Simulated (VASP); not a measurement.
Here is a VASP 6.6.1 calculation.

File INCAR:

```
SYSTEM = SiNi
ALGO = Fast
EDIFF = 1E-6
ENCUT = 520
GGA = PE
ISIF = 2
ISMEAR = 0
LASPH = .TRUE.
LCHARG = .FALSE.
LREAL = Auto
LWAVE = .FALSE.
NBANDS = 70
NELM = 60
PREC = Accurate
SIGMA = 0.15
```

KPOINTS

```
k-points
0
G
  8 11 4
  0 0 0
```

Contents of POSCAR:

```
SiNi
1.0
   -5.1540864066      0.0000000000      0.0000000000
    0.0000000000     -3.3754900003      0.0000000000
    0.0000000000      0.0000000000     12.2394279321
Si Ni
8 8
Direct
    0.6787529608      0.2500000000      0.4977527583
    0.6787529608      0.2500000000      0.0386043408
    0.8212470392      0.7500000000      0.7273269670
    0.8212470392      0.7500000000      0.2681785495
    0.1787529608      0.2500000000      0.6501182854
    0.1787529608      0.2500000000      0.1909698680
    0.3212470392      0.7500000000      0.8796924942
    0.3212470392      0.7500000000      0.4205440767
    0.9917824239      0.7500000000      0.5456918948
    0.9917824239      0.7500000000      0.0865434773
    0.5082175761      0.2500000000      0.7752661035
    0.5082175761      0.2500000000      0.3161176860
    0.4917824239      0.7500000000      0.6021791490
    0.4917824239      0.7500000000      0.1430307315
    0.0082175761      0.2500000000      0.8317533577
    0.0082175761      0.2500000000      0.3726049402
```

Potentials or basis: VASP PAW PBE potentials, release 64 (Si, Ni).

The run is started by

```sh
$ cat potpaw_PBE.64/Si/POTCAR potpaw_PBE.64/Ni/POTCAR > POTCAR
$ mpirun -np 1 vasp_std > vasp.out
```

(1) Estimate the band gap on the k mesh.

(2) What does it give for the largest force?

Results:

(1) zero (bands 56 and 57 overlap by 1.97 eV).

(2) 0.768 eV/Å.

Caveat: the cell differs from its parent crystal (the distance across one plane changed); the cell stands under tension.
